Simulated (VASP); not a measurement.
A run of VASP 6.6.1:

The input INCAR:

```
ALGO = Normal
EDIFF = 1E-6
ENCUT = 500
GGA = CA
GGA_COMPAT = F
ISIF = 2
ISMEAR = 1
LASPH = T
LCHARG = F
LREAL = F
LWAVE = F
NBANDS = 10
NELM = 120
PREC = Accurate
SIGMA = 0.15
```

KPOINTS

```
k-points
0
Gamma
  11 11 6
```

File POSCAR:

```
Al
1.0
    2.8124553500      0.0000000000      0.0000000000
   -1.4062276800      2.4356577800      0.0000000000
    0.0000000000      0.0000000000      4.8668500000
Al
2
Direct
    0.6666666667      0.3333333333      0.7500000000
    0.3333333333      0.6666666667      0.2500000000
```

Potentials or basis: VASP PAW LDA potentials, release 64 (Al).

Command:

```bash
$ cat potpaw_LDA.64/Al/POTCAR > POTCAR
$ mpirun -np 1 vasp_std > vasp.out
```

Hardware: 1 thread of AMD EPYC 7R43 64-Core Processor (Zen 3), with other jobs on the host.

Task: How long does it take, and how much memory?

Result: It took 12 s on 1 thread of AMD EPYC 7R43 64-Core Processor (Zen 3) (shared host), peak memory 0.1 GiB. Counts: scf iterations 9, k points 64.
